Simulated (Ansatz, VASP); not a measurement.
**One calculation of Ti, two programs**

```xyz
1
Lattice="0.0000 1.5126 1.5126 1.5126 0.0000 1.5126 1.5126 1.5126 0.0000" Properties=species:S:1:pos:R:3 pbc="T T T"
Ti    0.0000    0.0000    0.0000
```

Change from the starting cell: volume scaled by 0.414, to set the pressure.

Alike in both runs: task single point; functional PBEsol; k mesh 22 × 22 × 22; occupations fermi-dirac, width 0.1 eV; no spin polarisation.

|  | VASP | Ansatz |
| --- | --- | --- |
| version | VASP 6.6.1 | Ansatz 0.2.0 |
| potentials or method | VASP PAW PBE potentials, release 64 (Ti_sv) | PAW with Ansatz's default frozen-core files, scalar-relativistic |
| plane-wave cutoff (eV) | 500 | 420 |
| valence electrons in the cell | 12 | 12 |

Ansatz gave:

```
pressure (GPa) : 382.6
```

Estimate VASP's values.

pressure (GPa): 396.6.

VASP's potentials were made for PBE, not for PBEsol. Both programs put the cell under a high pressure, so it lies far from rest at this level.

Noted on VASP's run: the cell as given lies far from equilibrium.
